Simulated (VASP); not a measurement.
# BN (km) (P6_3/mmc) in VASP: single point with PBEsol

Aim: the single point of BN (km) with PBEsol.

Everything below comes from runs of VASP 6.6.1. Logs are shortened: lines on timing, memory, paths and dates and some standing lists are left out, and cuts for length are marked.

**1. The cell of the first run**

Symmetry: P6_3/mmc, No. 194, hexagonal system. Conventional cell: a = 2.504 Å, b = 2.504 Å, c = 7.034 Å, α = 90.00°, β = 90.00°, γ = 120.00°. Within 1.9 Å of B (site symmetry -6m2) lie 3 N at 1.45 Å. Within 1.9 Å of N (site symmetry -6m2) lie 3 B at 1.45 Å.

**2. Single point, PBEsol**

INCAR reads:

```
  PREC = Accurate
  ENCUT = 600
  EDIFF = 1E-6
  ISMEAR = 0
  SIGMA = 0.02
  LREAL = False
  LASPH = True
  NELM = 120
  ALGO = Normal
  ISIF = 2
  LWAVE = False
  LCHARG = False
  GGA = PS
  NBANDS = 16
  GGA_COMPAT = False
```

KPOINTS reads:

```
regular mesh
0
Gamma
  6 6 2
```

POSCAR reads:

```
BN
1.0
    2.5037135666      0.0000000000      0.0000000000
   -1.2518567833      2.1682795525      0.0000000000
    0.0000000000      0.0000000000      7.0343325363
B N
2 2
Direct
    0.3333333333      0.6666666667      0.2500000000
    0.6666666667      0.3333333333      0.7500000000
    0.3333333333      0.6666666667      0.7500000000
    0.6666666667      0.3333333333      0.2500000000
```

Potentials or basis: VASP PAW PBE potentials, release 64 (B, N).

Run with:

```sh
$ cat potpaw_PBE.64/B/POTCAR potpaw_PBE.64/N/POTCAR > POTCAR
$ mpirun -np 1 vasp_std > vasp.out
```

OUTCAR:

```text
PREC = Accurate
   ENCUT = 600
   EDIFF = 1E-6
   ISMEAR = 0
   LREAL = False
   LASPH = True
   NELM = 120
   ISIF = 2
   GGA = PS

 ion  position               nearest neighbor table
   1  0.333  0.667  0.250-   4 1.45   4 1.45   4 1.45
   2  0.667  0.333  0.750-   3 1.45   3 1.45   3 1.45
   3  0.333  0.667  0.750-   2 1.45   2 1.45   2 1.45
   4  0.667  0.333  0.250-   1 1.45   1 1.45   1 1.45

  LATTYP: Found a hexagonal cell.
 ALAT       =     2.5037135666
 C/A-ratio  =     2.8095596198

  Lattice vectors:

 A1 = (   2.5037135666,   0.0000000000,   0.0000000000)
 A2 = (  -1.2518567833,   2.1682795525,   0.0000000000)
 A3 = (   0.0000000000,   0.0000000000,   7.0343325363)

Analysis of symmetry for initial positions (statically):
=====================================================================
 Subroutine PRICEL returns:
 Original cell was already a primitive cell.

 Routine SETGRP: Setting up the symmetry group for a
 hexagonal supercell.

 Subroutine GETGRP returns: Found 24 space group operations
 (whereof 12 operations were pure point group operations)
 out of a pool of 24 trial point group operations.

The static configuration has the point symmetry D_3d.
 The point group associated with its full space group is D_6h.

Analysis of symmetry for dynamics (positions and initial velocities):
=====================================================================
 Subroutine PRICEL returns:
 Original cell was already a primitive cell.

 Routine SETGRP: Setting up the symmetry group for a
 hexagonal supercell.

 Subroutine GETGRP returns: Found 24 space group operations
 (whereof 12 operations were pure point group operations)
 out of a pool of 24 trial point group operations.

The dynamic configuration has the point symmetry D_3d.
 The point group associated with its full space group is D_6h.

 Subroutine INISYM returns: Found 24 space group operations
 (whereof 12 operations are pure point group operations),
 and found     1 'primitive' translations

----------------------------------------------------------------------------------------

                                     Primitive cell

  volume of cell :      38.1876

  direct lattice vectors                    reciprocal lattice vectors
     2.503713567  0.000000000  0.000000000     0.399406711  0.230597572  0.000000000
    -1.251856783  2.168279553  0.000000000     0.000000000  0.461195144  0.000000000
     0.000000000  0.000000000  7.034332536     0.000000000  0.000000000  0.142159899

  length of vectors
     2.503713567  2.503713567  7.034332536     0.461195144  0.461195144  0.142159899

  position of ions in fractional coordinates (direct lattice)
     0.333333333  0.666666667  0.250000000
     0.666666667  0.333333333  0.750000000
     0.333333333  0.666666667  0.750000000
     0.666666667  0.333333333  0.250000000

  ion indices of the primitive-cell ions
   primitive index   ion index
                 1           1
                 2           2
                 3           3
                 4           4

----------------------------------------------------------------------------------------

 KPOINTS: regular mesh

Automatic generation of k-mesh.
 Grid dimensions read from file:
 generate k-points for:    6    6    2

 Generating k-lattice:

  Cartesian coordinates                     Fractional coordinates (reciprocal lattice)
     0.066567785  0.038432929  0.000000000     0.166666667  0.000000000  0.000000000
     0.000000000  0.076865857  0.000000000     0.000000000  0.166666667  0.000000000
     0.000000000  0.000000000  0.071079949     0.000000000  0.000000000  0.500000000

  Length of vectors
     0.076865857  0.076865857  0.071079949

  Shift w.r.t. Gamma in fractional coordinates (k-lattice)
     0.000000000  0.000000000  0.000000000

 Subroutine IBZKPT returns following result:
 ===========================================

 Found     14 irreducible k-points:

 Following reciprocal coordinates:
            Coordinates               Weight
  0.000000  0.000000  0.000000      1.000000
  0.166667 -0.000000  0.000000      6.000000
  0.333333 -0.000000  0.000000      6.000000
  0.500000 -0.000000  0.000000      3.000000
  0.166667  0.166667  0.000000      6.000000
  0.333333  0.166667  0.000000     12.000000
  0.333333  0.333333  0.000000      2.000000
  0.000000  0.000000  0.500000      1.000000
  0.166667 -0.000000  0.500000      6.000000
  0.333333 -0.000000  0.500000      6.000000
  0.500000 -0.000000  0.500000      3.000000
  0.166667  0.166667  0.500000      6.000000
  0.333333  0.166667  0.500000     12.000000
  0.333333  0.333333  0.500000      2.000000
   k-points           NKPTS =     14   k-points in BZ     NKDIM =     14   number of bands    NBANDS=     16
   number of dos      NEDOS =    301   number of ions     NIONS =      4
   total plane-waves  NPLWV =  22400
   dimension x,y,z NGX =    20 NGY =   20 NGZ =   56
   dimension x,y,z NGXF=    40 NGYF=   40 NGZF=  112
   ions per type =               2   2
   NGX,Y,Z   is equivalent  to a cutoff of  13.28, 13.28, 13.23 a.u.
   NGXF,Y,Z  is equivalent  to a cutoff of  26.56, 26.56, 26.47 a.u.
 SYSTEM =  unknown system
   PREC   = accura    normal or accurate (medium, high low for compatibility)
   ISTART =      0    job   : 0-new  1-cont  2-samecut
   ICHARG =      2    charge: 1-file 2-atom 10-const
   ISPIN  =      1    spin polarized calculation?
   LNONCOLLINEAR =      F non collinear calculations
   LSORBIT =      F    spin-orbit coupling
   LASPH  =      T    aspherical Exc in radial PAW
   ENCUT  =  600.0 eV  44.10 Ry    6.64 a.u.   5.00  5.00 14.05*2*pi/ulx,y,z
   NELM   =    120;   NELMIN=  2; NELMDL= -5     # of ELM steps
   EDIFF  = 0.1E-05   stopping-criterion for ELM
   LREAL  =      F    real-space projection
   EDIFFG = 0.1E-04   stopping-criterion for IOM
   NSW    =      0    number of steps for IOM
   IBRION =     -1    ionic relax: 0-MD 1-quasi-New 2-CG
   NFREE  =      0    steps in history (QN), initial steepest desc. (CG)
   ISIF   =      2    stress and relaxation
   ISYM   =      2    0-nonsym 1-usesym 2-fastsym
   POTIM  = 0.5000    time-step for ionic-motion
   TEBEG  =    0.0;   TEEND  =   0.0 temperature during run
   PSTRESS=    0.0 pullay stress
   NELECT =      16.0000    total number of electrons
   NUPDOWN=      -1.0000    fix difference up-down
   EMIN   =  10.00;   EMAX   =-10.00  energy-range for DOS
   EFERMI =   0.00;   METHOD = LEGACY
   ISMEAR =     0;   SIGMA  =   0.02  broadening in eV -4-tet -1-fermi 0-gaus
   EFERMI_NEDOS =   21; number of points for ismear=-14 and -15
   IALGO  =     38    algorithm
   IMIX   =      4    mixing-type and parameters
     AMIX     =   0.40;   BMIX     =  1.00
     AMIX_MAG =   1.60;   BMIX_MAG =  1.00
  volume/ion in A,a.u.               =       9.55        64.43
  Fermi-wavevector in a.u.,A,eV,Ry     =   1.225013  2.314938 20.417663  1.500656
  Thomas-Fermi vector in A             =   2.360066
   LORBIT       =      0    0 simple, 1 ext, 2 COOP (PROOUT), +10 PAW based schemes
   GGA     = PS    functional components
   LHFCALC =     F    Hartree Fock is set to
   AEXX    =    0.0000 exact exchange contribution
   IVDW    =     0    specifies the selected vdW correction
   LEPSILON=     F    determine dielectric tensor
   LRPA    =     F    only Hartree local field effects (RPA)
 non-spin polarized calculation
 Gauss-broadening in eV      SIGMA  =   0.02
  energy-cutoff  :      600.00
  volume of cell :       38.19
 maximum number of plane-waves:      1293
 NGX is ok and might be reduce to    20
   NGX =  9   NGY =  9   NGZ = 29

 number of electron      16.0000000 magnetization

 Free energy of the ion-electron system (eV)
  ---------------------------------------------------
  ext. energy  EPLUGINS =         0.00000000
  ---------------------------------------------------
  free energy    TOTEN  =       -36.57671411 eV

  energy without entropy =      -36.57671411  energy(sigma->0) =      -36.57671411

 E-fermi :   1.9144     XC(G=0):  -9.9131

 val. band max:        1.7445823061   @ k =   0.3333   0.3333   0.5000
 cond. band min:       6.0077707941   @ k =   0.5000  -0.0000   0.0000
 fundamental gap:      4.2631884880
 Fermi energy:         1.9143669768

 k-point     1 :       0.0000    0.0000    0.0000
  band No.  band energies     occupation
      1     -15.9690      2.00000
      2     -15.7761      2.00000
      3      -4.3131      2.00000
      4      -2.6807      2.00000
      5       0.4375      2.00000
      6       0.4375      2.00000
[... 8 lines left out ...]
     15      13.5965      0.00000
     16      14.6650      0.00000

 k-point     2 :       0.1667   -0.0000    0.0000
  band No.  band energies     occupation
      1     -15.4329      2.00000
      2     -15.2528      2.00000
      3      -3.5734      2.00000
      4      -2.0055      2.00000
      5      -1.5395      2.00000
      6      -1.5219      2.00000
[... 8 lines left out ...]
     15      15.4820      0.00000
     16      15.5565      0.00000

 k-point     3 :       0.3333   -0.0000    0.0000
  band No.  band energies     occupation
      1     -13.9844      2.00000
      2     -13.8480      2.00000
      3      -5.1376      2.00000
      4      -5.0911      2.00000
      5      -1.8296      2.00000
      6      -1.7938      2.00000
[... 8 lines left out ...]
     15      17.2106      0.00000
     16      20.2964      0.00000

 k-point     4 :       0.5000   -0.0000    0.0000
  band No.  band energies     occupation
      1     -12.7790      2.00000
      2     -12.7352      2.00000
      3      -7.1690      2.00000
      4      -7.1271      2.00000
      5      -2.3864      2.00000
      6      -2.3483      2.00000
[... 8 lines left out ...]
     15      16.5440      0.00000
     16      19.2504      0.00000
[... 134 lines left out ...]
 k-point    12 :       0.1667    0.1667    0.5000
  band No.  band energies     occupation
      1     -14.3525      2.00000
      2     -14.3525      2.00000
      3      -3.7521      2.00000
      4      -3.7521      2.00000
      5      -2.1603      2.00000
      6      -2.1603      2.00000
[... 8 lines left out ...]
     15      16.4017      0.00000
     16      16.4017      0.00000

 k-point    13 :       0.3333    0.1667    0.5000
  band No.  band energies     occupation
      1     -12.8518      2.00000
      2     -12.8518      2.00000
      3      -6.3207      2.00000
      4      -6.3207      2.00000
      5      -3.5492      2.00000
      6      -3.5492      2.00000
[... 8 lines left out ...]
     15      17.4485      0.00000
     16      17.4485      0.00000

 k-point    14 :       0.3333    0.3333    0.5000
  band No.  band energies     occupation
      1     -12.1635      2.00000
      2     -12.1635      2.00000
      3      -6.2055      2.00000
      4      -6.2055      2.00000
      5      -5.3846      2.00000
      6      -5.3846      2.00000
[... 8 lines left out ...]
     15      18.7642      0.00000
     16      18.7642      0.00000

------------------------ aborting loop because EDIFF is reached ----------------------------------------

  FORCE on cell =-STRESS in cart. coord.  units (eV):
  Direction    XX          YY          ZZ          XY          YZ          ZX
  --------------------------------------------------------------------------------------
  -------------------------------------------------------------------------------------
  Total        0.1230942      0.1230942     -0.0489141      0.0000000     -0.0000000     -0.0000000
  in kB        5.1644655      5.1644655     -2.0522085      0.0000000     -0.0000000     -0.0000000
  external PRESSURE =       2.7589075 kB  Pullay stress =       0.0000000 kB

 VOLUME and BASIS-vectors are now :
 -----------------------------------------------------------------------------
  energy-cutoff  :      600.00
  volume of cell :       38.19
      direct lattice vectors                 reciprocal lattice vectors
     2.503713567  0.000000000  0.000000000     0.399406711  0.230597572  0.000000000
    -1.251856783  2.168279553  0.000000000     0.000000000  0.461195144  0.000000000
     0.000000000  0.000000000  7.034332536     0.000000000  0.000000000  0.142159899

 POSITION                                       TOTAL-FORCE (eV/Angst)
 -----------------------------------------------------------------------------------
     -0.00000      1.44552      1.75858         0.000000      0.000000      0.000000
      1.25186      0.72276      5.27575        -0.000000      0.000000      0.000000
     -0.00000      1.44552      5.27575         0.000000     -0.000000      0.000000
      1.25186      0.72276      1.75858        -0.000000      0.000000      0.000000
 -----------------------------------------------------------------------------------
    total drift:                               -0.000000      0.000000      0.000000

  FREE ENERGIE OF THE ION-ELECTRON SYSTEM (eV)
  ---------------------------------------------------
  free  energy   TOTEN  =       -36.5767141054 eV

  energy  without entropy=      -36.5767141054  energy(sigma->0) =      -36.57671411
```

It took 11 s on 1 thread of Intel Xeon 6975P-C, shared host; peak memory 0.15 GiB.

What came out:

| Property | Result |
| --- | --- |
| Free energy | -36.5767 eV |
| Pressure | 0.3 GPa |
| Band gap on the k mesh | 4.26 eV, indirect (least direct gap 4.60 eV) |

Levels at points of the mesh, in eV from the valence-band top:
| k point | band 5 | band 6 | band 7 | band 8 | band 9 | band 10 | band 11 | band 12 |
| --- | --- | --- | --- | --- | --- | --- | --- | --- |
| (0.00, 0.00, 0.00) | -1.31 | -1.31 | -1.29 | -1.29 | 4.75 | 9.49 | 11.53 | 11.53 |
| (0.50, 0.00, 0.00) | -4.13 | -4.09 | -1.31 | -0.56 | 4.26 | 5.36 | 9.42 | 9.93 |
| (0.00, 0.00, 0.50) | -1.30 | -1.30 | -1.30 | -1.30 | 6.84 | 6.84 | 11.56 | 11.56 |
| (0.50, 0.00, 0.50) | -4.11 | -4.11 | -0.92 | -0.92 | 4.67 | 4.67 | 9.82 | 9.82 |

Caveat: the k points lie up to 0.48 Å⁻¹ apart; the PAW data sets were made with another functional, which shifts forces and pressure a little; this functional lacks dispersion, which binds the layers, so the pressure and a relaxed spacing across them are unreliable. A k mesh can miss the band edges.
